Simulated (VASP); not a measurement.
# Ta (P6_3/mmc) in VASP: single point with PBEsol

Aim: the single point of Ta with PBEsol.

All numbers are computed with VASP 6.6.1; they aren't measurements. Logs are shortened: lines on timing, memory, paths and dates and some standing lists are left out, and cuts for length are marked.

## 1. The cell of the first run

It takes space group P6_3/mmc (No. 194, hexagonal). The conventional cell has a = 2.851 Å, b = 2.851 Å, c = 5.154 Å, α = 90.00°, β = 90.00°, γ = 120.00°. Ta (site symmetry -6m2) has 12 Ta at 2.85 to 3.06 Å within 3.8 Å.

## 2. Single point, PBEsol

File INCAR:

```
SYSTEM = Ta
PREC = Accurate ; ENCUT = 500
EDIFF = 1E-6 ; ISMEAR = 1
SIGMA = 0.1 ; LREAL = .False.
LASPH = .True. ; NELM = 120
ALGO = Normal ; ISIF = 2
LWAVE = .False. ; LCHARG = .False.
GGA = PS ; NBANDS = 18
GGA_COMPAT = .False.
```

File KPOINTS:

```
regular mesh
0
Gamma
  9 9 5
  0 0 0
```

File POSCAR:

```
Ta
1.0
    2.8511934040      0.0000000028      0.0000000000
   -1.4255967045      2.4692059176      0.0000000000
    0.0000000000      0.0000000000      5.1535006300
Ta
2
Direct
    0.6666666667      0.3333333333      0.7500000000
    0.3333333333      0.6666666667      0.2500000000
```

Potentials or basis: VASP PAW PBE potentials, release 64 (Ta_pv).

Command:

```sh
$ cat potpaw_PBE.64/Ta_pv/POTCAR > POTCAR
$ mpirun -np 1 vasp_std > vasp.out
```

OUTCAR:

```text
SYSTEM = Ta
   PREC = Accurate
   ENCUT = 500
   EDIFF = 1E-6
   ISMEAR = 1
   LREAL = .False.
   LASPH = .True.
   NELM = 120
   ISIF = 2
   GGA = PS

 ion  position               nearest neighbor table
   1  0.667  0.333  0.750-   2 3.06   2 3.06   2 3.06   2 3.06   2 3.06   2 3.06
   2  0.333  0.667  0.250-   1 3.06   1 3.06   1 3.06   1 3.06   1 3.06   1 3.06

  LATTYP: Found a hexagonal cell.
 ALAT       =     2.8511934040
 C/A-ratio  =     1.8074889703

  Lattice vectors:

 A1 = (   2.8511934040,   0.0000000028,   0.0000000000)
 A2 = (  -1.4255967045,   2.4692059176,   0.0000000000)
 A3 = (   0.0000000000,   0.0000000000,   5.1535006300)

Analysis of symmetry for initial positions (statically):
=====================================================================
 Subroutine PRICEL returns:
 Original cell was already a primitive cell.

 Routine SETGRP: Setting up the symmetry group for a
 hexagonal supercell.

 Subroutine GETGRP returns: Found 24 space group operations
 (whereof 12 operations were pure point group operations)
 out of a pool of 24 trial point group operations.

The static configuration has the point symmetry D_3d.
 The point group associated with its full space group is D_6h.

Analysis of symmetry for dynamics (positions and initial velocities):
=====================================================================
 Subroutine PRICEL returns:
 Original cell was already a primitive cell.

 Routine SETGRP: Setting up the symmetry group for a
 hexagonal supercell.

 Subroutine GETGRP returns: Found 24 space group operations
 (whereof 12 operations were pure point group operations)
 out of a pool of 24 trial point group operations.

The dynamic configuration has the point symmetry D_3d.
 The point group associated with its full space group is D_6h.

 Subroutine INISYM returns: Found 24 space group operations
 (whereof 12 operations are pure point group operations),
 and found     1 'primitive' translations

----------------------------------------------------------------------------------------

                                     Primitive cell

  volume of cell :      36.2816

  direct lattice vectors                    reciprocal lattice vectors
     2.851193404  0.000000003  0.000000000     0.350730329  0.202494250  0.000000000
    -1.425596704  2.469205918  0.000000000    -0.000000000  0.404988499  0.000000000
     0.000000000  0.000000000  5.153500630     0.000000000  0.000000000  0.194042860

  length of vectors
     2.851193404  2.851193404  5.153500630     0.404988499  0.404988499  0.194042860

  position of ions in fractional coordinates (direct lattice)
     0.666666667  0.333333333  0.750000000
     0.333333333  0.666666667  0.250000000

  ion indices of the primitive-cell ions
   primitive index   ion index
                 1           1
                 2           2

----------------------------------------------------------------------------------------

 KPOINTS: regular mesh

Automatic generation of k-mesh.
 Grid dimensions read from file:
 generate k-points for:    9    9    5

 Generating k-lattice:

  Cartesian coordinates                     Fractional coordinates (reciprocal lattice)
     0.038970037  0.022499361  0.000000000     0.111111111  0.000000000  0.000000000
    -0.000000000  0.044998722  0.000000000     0.000000000  0.111111111  0.000000000
     0.000000000  0.000000000  0.038808572     0.000000000  0.000000000  0.200000000

  Length of vectors
     0.044998722  0.044998722  0.038808572

  Shift w.r.t. Gamma in fractional coordinates (k-lattice)
     0.000000000  0.000000000  0.000000000

 Subroutine IBZKPT returns following result:
 ===========================================

 Found     36 irreducible k-points:

 Following reciprocal coordinates:
            Coordinates               Weight
  0.000000  0.000000  0.000000      1.000000
  0.111111  0.000000  0.000000      6.000000
  0.222222  0.000000  0.000000      6.000000
  0.333333  0.000000  0.000000      6.000000
  0.444444  0.000000  0.000000      6.000000
  0.111111  0.111111  0.000000      6.000000
[... 16 lines left out ...]
  0.333333  0.222222  0.200000     24.000000
  0.333333  0.333333  0.200000      4.000000
 [... further k-points ...]
   k-points           NKPTS =     36   k-points in BZ     NKDIM =     36   number of bands    NBANDS=     18
   number of dos      NEDOS =    301   number of ions     NIONS =      2
   total plane-waves  NPLWV =  23040
   dimension x,y,z NGX =    24 NGY =   24 NGZ =   40
   dimension x,y,z NGXF=    48 NGYF=   48 NGZF=   80
   ions per type =               2
   NGX,Y,Z   is equivalent  to a cutoff of  13.99, 13.99, 12.90 a.u.
   NGXF,Y,Z  is equivalent  to a cutoff of  27.99, 27.99, 25.81 a.u.
 SYSTEM =  Ta
   PREC   = accura    normal or accurate (medium, high low for compatibility)
   ISTART =      0    job   : 0-new  1-cont  2-samecut
   ICHARG =      2    charge: 1-file 2-atom 10-const
   ISPIN  =      1    spin polarized calculation?
   LNONCOLLINEAR =      F non collinear calculations
   LSORBIT =      F    spin-orbit coupling
   LASPH  =      T    aspherical Exc in radial PAW
   ENCUT  =  500.0 eV  36.75 Ry    6.06 a.u.   5.20  5.20  9.40*2*pi/ulx,y,z
   NELM   =    120;   NELMIN=  2; NELMDL= -5     # of ELM steps
   EDIFF  = 0.1E-05   stopping-criterion for ELM
   LREAL  =      F    real-space projection
   EDIFFG = 0.1E-04   stopping-criterion for IOM
   NSW    =      0    number of steps for IOM
   IBRION =     -1    ionic relax: 0-MD 1-quasi-New 2-CG
   NFREE  =      0    steps in history (QN), initial steepest desc. (CG)
   ISIF   =      2    stress and relaxation
   ISYM   =      2    0-nonsym 1-usesym 2-fastsym
   POTIM  = 0.5000    time-step for ionic-motion
   TEBEG  =    0.0;   TEEND  =   0.0 temperature during run
   PSTRESS=    0.0 pullay stress
   NELECT =      22.0000    total number of electrons
   NUPDOWN=      -1.0000    fix difference up-down
   EMIN   =  10.00;   EMAX   =-10.00  energy-range for DOS
   EFERMI =   0.00;   METHOD = LEGACY
   ISMEAR =     1;   SIGMA  =   0.10  broadening in eV -4-tet -1-fermi 0-gaus
   EFERMI_NEDOS =   21; number of points for ismear=-14 and -15
   IALGO  =     38    algorithm
   IMIX   =      4    mixing-type and parameters
     AMIX     =   0.40;   BMIX     =  1.00
     AMIX_MAG =   1.60;   BMIX_MAG =  1.00
  volume/ion in A,a.u.               =      18.14       122.42
  Fermi-wavevector in a.u.,A,eV,Ry     =   1.385650  2.618499 26.123547  1.920027
  Thomas-Fermi vector in A             =   2.510040
   LORBIT       =      0    0 simple, 1 ext, 2 COOP (PROOUT), +10 PAW based schemes
   GGA     = PS    functional components
   LHFCALC =     F    Hartree Fock is set to
   AEXX    =    0.0000 exact exchange contribution
   IVDW    =     0    specifies the selected vdW correction
   LEPSILON=     F    determine dielectric tensor
   LRPA    =     F    only Hartree local field effects (RPA)
 non-spin polarized calculation
 Methfessel and Paxton  Order N= 1 SIGMA  =   0.10
  energy-cutoff  :      500.00
  volume of cell :       36.28
 maximum number of plane-waves:       931
 NGX is ok and might be reduce to    24
   NGX = 11   NGY = 11   NGZ = 19

 number of electron      22.0000003 magnetization

 Free energy of the ion-electron system (eV)
  ---------------------------------------------------
  ext. energy  EPLUGINS =         0.00000000
  ---------------------------------------------------
  free energy    TOTEN  =       -24.50190891 eV

  energy without entropy =      -24.50446539  energy(sigma->0) =      -24.50276107

 E-fermi :   5.7091     XC(G=0): -12.6767

 val. band max:        5.6775593692   @ k =   0.2222   0.0000   0.4000
 cond. band min:       5.7118990161   @ k =   0.3333   0.0000   0.2000
 fundamental gap:      0.0343396469
 Fermi energy:         5.7091182685

 k-point     1 :       0.0000    0.0000    0.0000
  band No.  band energies     occupation
      1     -28.8000      2.00000
      2     -27.9125      2.00000
      3     -27.7349      2.00000
      4     -27.7349      2.00000
      5     -27.6503      2.00000
      6     -27.6503      2.00000
[... 10 lines left out ...]
     17      11.0564      0.00000
     18      11.0564      0.00000

 k-point     2 :       0.1111    0.0000    0.0000
  band No.  band energies     occupation
      1     -28.7559      2.00000
      2     -27.9156      2.00000
      3     -27.8830      2.00000
      4     -27.8010      2.00000
      5     -27.7741      2.00000
      6     -27.6780      2.00000
[... 10 lines left out ...]
     17      11.2252      0.00000
     18      11.9741      0.00000

 k-point     3 :       0.2222    0.0000    0.0000
  band No.  band energies     occupation
      1     -28.6363      2.00000
      2     -28.2502      2.00000
      3     -28.1635      2.00000
      4     -27.9306      2.00000
      5     -27.8696      2.00000
      6     -27.7497      2.00000
[... 10 lines left out ...]
     17      11.4094      0.00000
     18      13.6580      0.00000

 k-point     4 :       0.3333    0.0000    0.0000
  band No.  band energies     occupation
      1     -28.6529      2.00000
      2     -28.5490      2.00000
      3     -28.4777      2.00000
      4     -27.9737      2.00000
      5     -27.9690      2.00000
      6     -27.8325      2.00000
[... 10 lines left out ...]
     17      11.4339      0.00000
     18      13.6518      0.00000

 k-point     5 :       0.4444    0.0000    0.0000
  band No.  band energies     occupation
      1     -28.9064      2.00000
      2     -28.7886      2.00000
      3     -28.3426      2.00000
      4     -28.0398      2.00000
      5     -28.0248      2.00000
      6     -27.8865      2.00000
[... 10 lines left out ...]
     17      12.4426      0.00000
     18      13.8090      0.00000

 k-point     6 :       0.1111    0.1111    0.0000
  band No.  band energies     occupation
      1     -28.6740      2.00000
      2     -28.1101      2.00000
      3     -28.0698      2.00000
      4     -27.9247      2.00000
      5     -27.8360      2.00000
      6     -27.7512      2.00000
[... 10 lines left out ...]
     17      11.1485      0.00000
     18      13.3614      0.00000

 k-point     7 :       0.2222    0.1111    0.0000
  band No.  band energies     occupation
      1     -28.5338      2.00000
      2     -28.4662      2.00000
      3     -28.4057      2.00000
      4     -27.9697      2.00000
      5     -27.9524      2.00000
      6     -27.8608      2.00000
[... 10 lines left out ...]
     17      11.0166      0.00000
     18      13.9067      0.00000

 k-point     8 :       0.3333    0.1111    0.0000
  band No.  band energies     occupation
      1     -28.7774      2.00000
      2     -28.6747      2.00000
      3     -28.3802      2.00000
      4     -28.0912      2.00000
      5     -28.0058      2.00000
      6     -27.9529      2.00000
[... 10 lines left out ...]
     17      12.5564      0.00000
     18      14.5475      0.00000
[... 229 lines left out ...]
     17      10.9796      0.00000
     18      12.9413      0.00000

 k-point    20 :       0.3333    0.1111    0.2000
  band No.  band energies     occupation
      1     -28.7933      2.00000
      2     -28.7074      2.00000
      3     -28.3174      2.00000
      4     -28.0846      2.00000
      5     -28.0222      2.00000
      6     -27.9550      2.00000
[... 10 lines left out ...]
     17      12.6654      0.00000
     18      13.6106      0.00000

 k-point    21 :       0.4444    0.1111    0.2000
  band No.  band energies     occupation
      1     -28.9068      2.00000
      2     -28.8093      2.00000
      3     -28.2613      2.00000
      4     -28.1135      2.00000
      5     -28.0684      2.00000
      6     -27.9862      2.00000
[... 10 lines left out ...]
     17      13.4047      0.00000
     18      14.5737      0.00000

 k-point    22 :       0.2222    0.2222    0.2000
  band No.  band energies     occupation
      1     -28.6554      2.00000
      2     -28.6494      2.00000
      3     -28.3190      2.00000
      4     -28.1680      2.00000
      5     -28.0615      2.00000
      6     -27.9939      2.00000
[... 10 lines left out ...]
     17      12.8321      0.00000
     18      14.0368      0.00000

 k-point    23 :       0.3333    0.2222    0.2000
  band No.  band energies     occupation
      1     -28.7671      2.00000
      2     -28.6914      2.00000
      3     -28.3469      2.00000
      4     -28.2469      2.00000
      5     -28.1747      2.00000
      6     -28.0440      2.00000
[... 10 lines left out ...]
     17      14.1062      0.00000
     18      14.4800      0.00000

 k-point    24 :       0.3333    0.3333    0.2000
  band No.  band energies     occupation
      1     -28.6167      2.00000
      2     -28.5727      2.00000
      3     -28.5727      2.00000
      4     -28.4417      2.00000
      5     -28.1128      2.00000
      6     -28.1128      2.00000
[... 10 lines left out ...]
     17      13.5625      0.00000
     18      13.5625      0.00000

 [... further k-points ...]
[... 5 lines left out ...]
  --------------------------------------------------------------------------------------
  -------------------------------------------------------------------------------------
  Total        0.0298095      0.0298095      0.0196138     -0.0000000     -0.0000000     -0.0000000
  in kB        1.3163743      1.3163743      0.8661368     -0.0000000     -0.0000000     -0.0000000
  external PRESSURE =       1.1662951 kB  Pullay stress =       0.0000000 kB

 VOLUME and BASIS-vectors are now :
 -----------------------------------------------------------------------------
  energy-cutoff  :      500.00
  volume of cell :       36.28
      direct lattice vectors                 reciprocal lattice vectors
     2.851193404  0.000000003  0.000000000     0.350730329  0.202494250  0.000000000
    -1.425596704  2.469205918  0.000000000    -0.000000000  0.404988499  0.000000000
     0.000000000  0.000000000  5.153500630     0.000000000  0.000000000  0.194042860

 POSITION                                       TOTAL-FORCE (eV/Angst)
 -----------------------------------------------------------------------------------
      1.42560      0.82307      3.86513         0.000000     -0.000000      0.000000
     -0.00000      1.64614      1.28838        -0.000000      0.000000      0.000000
 -----------------------------------------------------------------------------------
    total drift:                               -0.000000      0.000000     -0.000000

  FREE ENERGIE OF THE ION-ELECTRON SYSTEM (eV)
  ---------------------------------------------------
  free  energy   TOTEN  =       -24.5019089064 eV

  energy  without entropy=      -24.5044653865  energy(sigma->0) =      -24.50276107
```

It took 10 s on 1 thread of Intel Xeon Platinum 8559C (Emerald Rapids), shared host; peak memory 0.16 GiB.

Results:

| Item | Value |
| --- | --- |
| Free energy | -24.5019 eV |
| Pressure | 0.1 GPa |
| Band gap on the k mesh | zero (band 11 reaches 6.70 eV, above the bottom of band 12 at 5.07 eV) |

Caveat: the PAW data sets were made with another functional, which shifts forces and pressure a little; spin-orbit coupling is left out, which moves the levels of the heavy elements.
